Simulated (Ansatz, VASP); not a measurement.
Two plane-wave programs on AlN

File INCAR:

```
SYSTEM = AlN
PREC     = Accurate       ! precision mode
ENCUT    = 520            ! plane-wave cutoff, eV
EDIFF    = 1E-6           ! SCF threshold, eV
ISMEAR   = 0              ! smearing method
SIGMA    = 0.05           ! smearing width, eV
LREAL    = .False.        ! projectors in reciprocal space
LASPH    = .True.         ! aspherical terms in the spheres
NELM     = 100            ! most SCF steps
ALGO     = Normal         ! electronic algorithm
ISIF     = 2              ! what is computed and relaxed
LWAVE    = .False.        ! write WAVECAR
LCHARG   = .True.         ! write CHGCAR
GGA      = PS             ! functional
LELF     = .True.         ! ELF
LVHAR    = .True.       
NBANDS   = 11             ! bands
```

The input KPOINTS:

```
Automatic mesh
0
Gamma
  10 10 10
  0 0 0
```

Contents of POSCAR:

```
AlN
1.0
    0.0000000000      2.0354507106      2.2652596618
    2.2652596618      0.0000000000      2.2652596618
    2.2652596618      2.0354507106      0.0000000000
Al N
1 1
Direct
   -0.0067599835      0.0067599835      0.0067599835
    0.7630216860      0.7369783140      0.7369783140
```

Input for Ansatz:

```yaml
crystal:
  lattice:
    - [0.0, 2.0354507106, 2.2652596618]
    - [2.2652596618, 0.0, 2.2652596618]
    - [2.2652596618, 2.0354507106, 0.0]
  atoms:
    - { symbol: Al, position: [-0.0067599835, 0.0067599835, 0.0067599835] }
    - { symbol: "N", position: [0.763021686, 0.736978314, 0.736978314] }
basis:
  ecutwfc: 520.0
kpoints:
  mp_grid: { grid: [10, 10, 10] }
hamiltonian:
  xc: pbesol
  pseudopotentials: { kind: paw, azcp: { folder: soft_1 } }
scf:
  occupations: { method: gaussian, width: 0.05 }
output:
  forces: true
  stress: true
  eigenvalues: true
```

Change from the starting cell: mode 4 frozen in at -0.057 Å, strain +e along z and -e/2 along x and y -0.0700.

Alike in both runs: task single point; functional PBEsol; k mesh 10 × 10 × 10; occupations gaussian, width 0.05 eV; no spin polarisation.

|  | VASP | Ansatz |
| --- | --- | --- |
| version | VASP 6.6.1 | Ansatz 0.2.0 |
| potentials or method | VASP PAW PBE potentials, release 64 (Al, N), cutoff 520 eV | scalar-relativistic, plane waves, PAW |
| valence electrons in the cell | 8 | 8 |

Ansatz gave:

- gap on the k mesh at the Fermi level (eV): 2.62
- least direct gap on the mesh (eV): 3.68
- pressure (GPa): 0.9
- traceless stress, the component that is largest in VASP (GPa): 6.61
- rms of the force components (eV/Å): 0.757

**Question.** Estimate VASP's values.

**Answer.** gap on the k mesh at the Fermi level (eV): 2.61; least direct gap on the mesh (eV): 3.70; pressure (GPa): 0.9; traceless stress, the component that is largest in VASP (GPa): 6.62; rms of the force components (eV/Å): 0.763.

VASP's potentials were made for PBE, not for PBEsol, and Ansatz warns of the same on its side. Atom by atom the forces differ by 0.006 eV/Å (rms over components). With one functional, cell and mesh, what is left measures potentials, basis and numerics.
